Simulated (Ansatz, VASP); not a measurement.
**LiGeH3 in VASP and in Ansatz**

The input INCAR:

```
SYSTEM = LiGeH3
PREC = Accurate
ENCUT = 600
EDIFF = 1E-6
ISMEAR = 0
SIGMA = 0.1
LREAL = .FALSE.
LASPH = .TRUE.
NELM = 60
ALGO = Normal
ISIF = 3
LWAVE = .FALSE.
LCHARG = .FALSE.
GGA = PE
IBRION = 2
NSW = 100
EDIFFG = -0.01
```

The input KPOINTS:

```
regular mesh
0
G
  10 10 10
  0 0 0
```

POSCAR

```
LiGeH3
1.0
    3.8323763647      0.0000000000      0.0000000000
    0.0000000000      3.8323763647      0.0000000000
    0.0000000000      0.0000000000      3.8323763647
Li Ge H
1 1 3
Direct
    0.0000000000      0.0000000000      0.0000000000
    0.5000000000      0.5000000000      0.5000000000
    0.0000000000      0.5000000000      0.5000000000
    0.5000000000      0.5000000000      0.0000000000
    0.5000000000      0.0000000000      0.5000000000
```

Input for Ansatz:

```yaml
crystal:
  lattice:
    - [3.8323763647, 0.0, 0.0]
    - [0.0, 3.8323763647, 0.0]
    - [0.0, 0.0, 3.8323763647]
  atoms:
    - { symbol: Li, position: [0.0, 0.0, 0.0] }
    - { symbol: Ge, position: [0.5, 0.5, 0.5] }
    - { symbol: H, position: [0.0, 0.5, 0.5] }
    - { symbol: H, position: [0.5, 0.5, 0.0] }
    - { symbol: H, position: [0.5, 0.0, 0.5] }
basis:
  ecutwfc: 420
kpoints:
  mp_grid: { grid: [10, 10, 10] }
hamiltonian:
  xc: pbe
scf:
  occupations: { method: gaussian, width: 0.1 }
output:
  forces: true
  stress: true
  eigenvalues: true
  write_density: true
  write_potential: true
  elf: true
  volumetric_format: npy
relax:
  adjacent_minimum: "off"
  f_tol: 0.01
  max_steps: 80
  cell: { stress_tol: 0.05 }
```

Change from the starting cell: species swapped into the ErRh3C type (Pm-3m, No. 221).

Alike in both runs: task relaxation of cell and atoms; functional PBE; k mesh 10 × 10 × 10; occupations gaussian, width 0.1 eV; no spin polarisation.

```csv
,VASP,Ansatz
version,VASP 6.6.1,Ansatz 0.2.0
potentials or method,"VASP PAW PBE potentials, release 64 (Li_sv, Ge_d, H), cutoff 600 eV","scalar-relativistic, plane waves, PAW"
valence electrons in the cell,20,20
```

|  | VASP | Ansatz | Ansatz less VASP |
| --- | --- | --- | --- |
| gap on the k mesh at the Fermi level, each at its own relaxed structure (eV) | none | none | - |
| relaxed volume (Å³/atom) | 11.26 | 11.28 | +0.025 |
| relaxed cell length with the largest relative difference (Å) | 3.832 | 3.835 | +0.0028 |

A gap of «none» marks a metal or a gap that the smearing closes.

Noted on VASP's run: the cutoff is short for stress, so the pressure is rough; the relaxation stopped at its first step, so nothing moved.
